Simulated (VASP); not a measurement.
TiN (dscan): single point with r2SCAN

The system is TiN (dscan).

```xyz
2
Lattice="0.0000 2.1175 2.1175 2.1175 0.0000 2.1175 2.1175 2.1175 0.0000" Properties=species:S:1:pos:R:3 pbc="T T T"
Ti    0.0000    0.0000    0.0000
N     2.1175    2.1175    2.1175
```

| Quantity | Value |
| --- | --- |
| Program | VASP 6.6.1 |
| Task | single point |
| Functional | r2SCAN |
| Potentials or basis | VASP PAW PBE potentials, release 64 (Ti_sv, N) |
| Cutoff | 520 eV |
| k mesh | 16 × 16 × 16 |
| Occupations | fermi-dirac, width 0.15 eV |
| Spin | no spin polarisation |
| Dipole correction | no |
| Further INCAR settings | ALGO = Normal; EDIFF = 1e-07; NBANDS = 16 |

```yaml
Pressure: 1.3 GPa
```

Levels at points of the mesh, in eV from the Fermi level:
```csv
k point,band 4,band 5,band 6,band 7,band 8,band 9,band 10,band 11,band 12,band 13
"(0.00, 0.00, 0.00)",-35.28,-18.28,-2.38,-2.38,-2.38,-0.61,-0.61,-0.61,0.60,0.60
"(0.50, 0.00, 0.00)",-35.33,-15.82,-8.52,-5.92,-5.92,1.76,1.76,2.47,5.98,5.98
"(0.50, 0.50, 0.00)",-35.49,-16.92,-6.27,-3.61,-3.61,-3.10,1.69,2.47,2.47,3.74
```

Run time: 65 s on 1 thread of Intel(R) Xeon(R) 6975P-C (Granite Rapids) (shared host), peak memory 0.17 GiB.

Caveat: the PAW data sets were made with another functional, which shifts forces and pressure a little.
